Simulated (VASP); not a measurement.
Wanted: the native input for a VASP 6.6.1 run.

| Item | Value |
| --- | --- |
| Task | relaxation of cell and atoms |
| Functional | PBE |
| Potentials or basis | VASP PAW PBE potentials, release 64 (Ca_sv, Ge_d) |
| Cutoff | 600 eV |
| k mesh | 6 × 6 × 2 |
| Occupations | gaussian, width 0.1 eV |
| Spin | no spin polarisation |
| Dipole correction | no |
| Further INCAR settings | ALGO = Normal; EDIFF = 1e-07; IBRION = 2; EDIFFG = -0.04; NSW = 90; ISIF = 3 |

The structure of Ca3Ge lies in POSCAR:

```
Ca3Ge
1.0
    3.7396828196      0.0000000000      0.0000000000
    0.0000000000      3.7396828196      0.0000000000
    0.0000000000      0.0000000000      9.3766998490
Ca Ge
3 1
Direct
    0.0000000000      0.0000000000      0.3186506413
    0.5000000000      0.5000000000      0.0000000000
    0.0000000000      0.0000000000      0.6813493587
    0.5000000000      0.5000000000      0.5000000000
```

One way to write it, as run:

INCAR

```
SYSTEM = Ca3Ge
ALGO = Normal
EDIFF = 1E-7
EDIFFG = -0.04
ENCUT = 600
GGA = PE
IBRION = 2
ISIF = 3
ISMEAR = 0
LASPH = .True.
LCHARG = .False.
LREAL = .False.
LWAVE = .False.
NELM = 80
NSW = 90
PREC = Accurate
SIGMA = 0.1
```

KPOINTS

```
k-points
0
Gamma
  6 6 2
  0 0 0
```

Potentials or basis: VASP PAW PBE potentials, release 64 (Ca_sv, Ge_d).

Run with:

```console
$ cat potpaw_PBE.64/Ca_sv/POTCAR potpaw_PBE.64/Ge_d/POTCAR > POTCAR
$ mpirun -np 1 vasp_std > vasp.out
```

It gave:

- Relaxed volume: 32.85 Å³/atom
- Relaxed cell: a = 3.753 Å, b = 3.753 Å, c = 9.330 Å, α = 90.00°, β = 90.00°, γ = 90.00°
- Space group after relaxing (to 0.1 Å): P4/mmm (No. 123)
- Energy gained by relaxing: 1.1 meV/atom
- Ionic steps: 3
- Pressure after relaxing: 0.1 GPa
- Largest force after relaxing: 0.037 eV/Å
- Band gap on the k mesh: zero (bands 22 and 23 overlap by 1.33 eV)

Wall time 5 min on 1 thread of Oxide Virtual Turin-like Processor, on a shared host, peak memory 0.27 GiB.
